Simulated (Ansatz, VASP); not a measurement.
## One calculation of Sn, two programs

INCAR

```
PREC = Accurate
ENCUT = 520
EDIFF = 1E-7
ISMEAR = -1
SIGMA = 0.1
LREAL = F
LASPH = T
NELM = 100
ALGO = Normal
ISIF = 2
LWAVE = F
LCHARG = F
GGA = PS
NBANDS = 21
```

Contents of KPOINTS:

```
Automatic mesh
0
Gamma
  10 10 10
```

Contents of POSCAR:

```
Sn
1.0
    0.0000000000      3.2710663102      3.2710663102
    3.2710663102      0.0000000000      3.2710663102
    3.2710663102      3.2710663102      0.0000000000
Sn
2
Direct
   -0.1250000000     -0.1250000000     -0.1250000000
    0.1250000000      0.1250000000      0.1250000000
```

Input for Ansatz:

```yaml
crystal:
  lattice:
    - [0.0, 3.2710663102, 3.2710663102]
    - [3.2710663102, 0.0, 3.2710663102]
    - [3.2710663102, 3.2710663102, 0.0]
  atoms:
    - { symbol: Sn, position: [-0.125, -0.125, -0.125] }
    - { symbol: Sn, position: [0.125, 0.125, 0.125] }
kpoints:
  mp_grid: { grid: [10, 10, 10] }
  band_path:
    path:
      - [0.0, 0.0, 0.0]
      - [0.5, 0.0, 0.5]
      - [0.625, 0.25, 0.625]
      - [0.375, 0.375, 0.75]
      - [0.0, 0.0, 0.0]
      - [0.5, 0.5, 0.5]
      - [0.5, 0.25, 0.75]
      - [0.5, 0.0, 0.5]
    npoints: 14
scf:
  occupations: { method: fermi_dirac, width: 0.1 }
hamiltonian:
  xc: pbesol
  pseudopotentials: { kind: all_electron, lapw: { basis_error: 0.001 } }
output:
  forces: true
  stress: true
  eigenvalues: true
  populations: true
  dos: { projected: true, de: 0.2, e_range: [-14, 8] }
```

Alike in both runs: task single point; functional PBEsol; k mesh 10 × 10 × 10; occupations fermi-dirac, width 0.1 eV; no spin polarisation.

|  | VASP | Ansatz |
| --- | --- | --- |
| version | VASP 6.6.1 | Ansatz 0.2.0 |
| potentials or method | VASP PAW PBE potentials, release 64 (Sn_d), cutoff 520 eV | all-electron LAPW, scalar-relativistic |

Ansatz gave:

- pressure (GPa): 0.0

Task: Estimate VASP's values.

Result: Pressure (GPa): -0.1.

VASP's potentials were made for PBE, not for PBEsol. Ansatz ran all-electron here, and VASP with PAW potentials.
